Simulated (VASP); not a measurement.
Wanted: the native input for a VASP 6.6.1 run.

```yaml
Task: single point
Functional: PBE
Potentials_or_basis: VASP PAW PBE potentials, release 64 (Zn, S)
Cutoff: 500 eV
k_mesh: 6 × 6 × 6
Occupations: gaussian, width 0.01 eV
Spin: no spin polarisation
Dipole_correction: no
Further_INCAR_settings: ALGO = Normal; EDIFF = 1e-06; NBANDS = 16
```

The structure of ZnS lies in POSCAR:

```
ZnS
1.0
    0.0000000000      2.6468416657      2.6468416657
    2.6468416657      0.0000000000      2.6468416657
    2.6468416657      2.6468416657      0.0000000000
Zn S
1 1
Direct
    0.2500000000      0.2500000000      0.2500000000
    0.0000000000      0.0000000000      0.0000000000
```

The input as run:

INCAR

```
PREC = Accurate
ENCUT = 500
EDIFF = 1E-6
ISMEAR = 0
SIGMA = 0.01
LREAL = False
LASPH = True
NELM = 120
ALGO = Normal
ISIF = 2
LWAVE = False
LCHARG = False
GGA = PE
NBANDS = 16
GGA_COMPAT = False
```

KPOINTS

```
regular mesh
0
Gamma
  6 6 6
```

Potentials or basis: VASP PAW PBE potentials, release 64 (Zn, S).

Launch:

```console
$ cat potpaw_PBE.64/Zn/POTCAR potpaw_PBE.64/S/POTCAR > POTCAR
$ mpirun -np 1 vasp_std > vasp.out
```

Results of the run:

```yaml
Pressure: 7.2 GPa
Band_gap_on_the_k_mesh: 2.39 eV, direct
```

Wall time 10 s on 1 thread of Intel Xeon 6975P-C (shared host), peak memory 0.16 GiB.
